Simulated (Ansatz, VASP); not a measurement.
# One calculation of CaCoC4N4, two programs

```
Ca Co C N
1.0
     6.45745    0.00000    0.00000
     0.00000    6.45745    0.00000
     0.00000    0.00000    6.45745
Ca Co C N
1 1 4 4
Cartesian
  0.0000 0.0000 0.0000
  3.2287 3.2287 3.2287
  1.4451 1.4451 1.4451
  1.4451 5.0124 5.0124
  5.0124 1.4451 5.0124
  5.0124 5.0124 1.4451
  2.1206 2.1206 2.1206
  2.1206 4.3368 4.3368
  4.3368 2.1206 4.3368
  4.3368 4.3368 2.1206
```

Alike in both runs: functional PBE; k mesh 4 × 4 × 4; occupations gaussian, width 0.02 eV; collinear spin.

Ansatz relaxed the structure, and its values are those at the end. VASP's run is a single point on that final structure, the one shown.

|  | VASP | Ansatz |
| --- | --- | --- |
| version | VASP 6.6.1 | Ansatz 0.2.0 |
| potentials or method | VASP PAW PBE potentials, release 64 (Ca_sv, Co, C, N), cutoff 520 eV | scalar-relativistic, plane waves, PAW |
| valence electrons in the cell | 55 | 63 |

VASP gave:

```
gap on the k mesh at the Fermi level (eV)                     : 1.53
least direct gap on the mesh (eV)                             : 1.53
pressure (GPa)                                                : 0.3
rms of the force components (eV/Å)                            : 0.194
net moment per atom (μB)                                      : 0.30
size of the moment on the site where the two differ most (μB) : 2.47
```

Task: What did Ansatz give for the same quantities?

Result: gap on the k mesh at the Fermi level (eV): 1.53; least direct gap on the mesh (eV): 1.53; pressure (GPa): 0.0; rms of the force components (eV/Å): 0.002; net moment per atom (μB): 0.30; size of the moment on the site where the two differ most (μB): 2.27.

Site moments also hang on the region over which each program counts them. One of these differences is far larger than is usual between the two programs; its cause wasn't traced. VASP's potentials hold 55 valence electrons a cell and Ansatz's 63, so a difference there can come from the potentials and not from the codes.

Noted on VASP's run: the standard files for N, O and F lose accuracy on very short bonds.
